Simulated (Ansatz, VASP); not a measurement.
## NaI in VASP and in Ansatz

INCAR

```
PREC = Accurate ; ENCUT = 500
EDIFF = 1E-6 ; ISMEAR = 0
SIGMA = 0.05 ; LREAL = F
LASPH = T ; NELM = 120
ALGO = Normal ; ISIF = 2
LWAVE = F ; LCHARG = F
GGA = PE ; NBANDS = 14
GGA_COMPAT = F
```

The input KPOINTS:

```
regular mesh
0
Gamma
  10 10 10
```

Contents of POSCAR:

```
NaI
1.0
    0.0000000000      3.2471522385      3.2471522385
    3.2471522385      0.0000000000      3.2471522385
    3.2471522385      3.2471522385      0.0000000000
Na I
1 1
Direct
    0.0000000000      0.0000000000      0.0000000000
    0.5000000000      0.5000000000      0.5000000000
```

Input for Ansatz:

```yaml
crystal:
  lattice:
    - [0.0, 3.2471522385, 3.2471522385]
    - [3.2471522385, 0.0, 3.2471522385]
    - [3.2471522385, 3.2471522385, 0.0]
  atoms:
    - { symbol: Na, position: [0.0, 0.0, 0.0] }
    - { symbol: I, position: [0.5, 0.5, 0.5] }
basis:
  ecutwfc: 420
  ecutrho_ratio: 4
kpoints:
  mp_grid: { grid: [10, 10, 10] }
hamiltonian:
  xc: pbe
scf:
  occupations: { method: gaussian, width: 0.05 }
output:
  forces: true
  stress: true
  eigenvalues: true
```

Alike in both runs: task single point; functional PBE; k mesh 10 × 10 × 10; occupations gaussian, width 0.05 eV; no spin polarisation.

|  | VASP | Ansatz |
| --- | --- | --- |
| version | VASP 6.6.1 | Ansatz 0.2.0 |
| potentials or method | VASP PAW PBE potentials, release 64 (Na_pv, I), cutoff 500 eV | scalar-relativistic, plane waves, PAW |
| valence electrons in the cell | 14 | 26 |

VASP gave:

```
gap on the k mesh at the Fermi level (eV) : 3.61
least direct gap on the mesh (eV)         : 3.61
pressure (GPa)                            : 0.3
```

Task: What did Ansatz give for the same quantities?

Result: gap on the k mesh at the Fermi level (eV): 3.62; least direct gap on the mesh (eV): 3.62; pressure (GPa): 0.3.

VASP's potentials hold 14 valence electrons a cell and Ansatz's 26, so a difference there can come from the potentials and not from the codes.

Neither program's run includes spin-orbit coupling.
